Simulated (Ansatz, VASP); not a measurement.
# HfN: VASP beside Ansatz

INCAR

```
PREC = Accurate ; ENCUT = 520
EDIFF = 1E-8 ; ISMEAR = -1
SIGMA = 0.01 ; LREAL = F
LASPH = T ; NELM = 120
ALGO = Normal ; ISIF = 2
LWAVE = F ; LCHARG = F
GGA = PS ; LEFG = T
NBANDS = 14 ; GGA_COMPAT = F
```

Contents of KPOINTS:

```
regular mesh
0
Gamma
  10 10 10
```

File POSCAR:

```
HfN
1.0
    0.0000000000      2.2514447596      2.2514447596
    2.2514447596      0.0000000000      2.2514447596
    2.2514447596      2.2514447596      0.0000000000
Hf N
1 1
Direct
    0.0000000000      0.0000000000      0.0000000000
    0.5000000000      0.5000000000      0.5000000000
```

Input for Ansatz:

```yaml
crystal:
  lattice:
    - [0.0, 2.2514447596, 2.2514447596]
    - [2.2514447596, 0.0, 2.2514447596]
    - [2.2514447596, 2.2514447596, 0.0]
  atoms:
    - { symbol: Hf, position: [0.0, 0.0, 0.0] }
    - { symbol: "N", position: [0.5, 0.5, 0.5] }
kpoints:
  mp_grid: { grid: [10, 10, 10] }
scf:
  occupations: { method: fermi_dirac, width: 0.01 }
hamiltonian:
  xc: pbesol
  pseudopotentials: { kind: paw }
output:
  forces: true
  stress: true
  eigenvalues: true
  efg: { contact_densities: true }
```

Change from the starting cell: volume scaled by 0.99, PAW files.

Alike in both runs: task electric field gradients; functional PBEsol; k mesh 10 × 10 × 10; occupations fermi-dirac, width 0.01 eV; no spin polarisation.

|  | VASP | Ansatz |
| --- | --- | --- |
| version | VASP 6.6.1 | Ansatz 0.2.0 |
| potentials or method | VASP PAW PBE potentials, release 64 (Hf_pv, N) | PAW with Ansatz's default frozen-core files, scalar-relativistic |
| plane-wave cutoff (eV) | 520 | 420 |
| valence electrons in the cell | 15 | 31 |

|  | VASP | Ansatz | Ansatz less VASP |
| --- | --- | --- | --- |
| pressure (GPa) | -2.4 | -0.2 | +2.16 |

VASP's potentials were made for PBE, not for PBEsol. VASP's potentials hold 15 valence electrons a cell and Ansatz's 31, so a difference there can come from the potentials and not from the codes.

Neither program's run includes spin-orbit coupling.
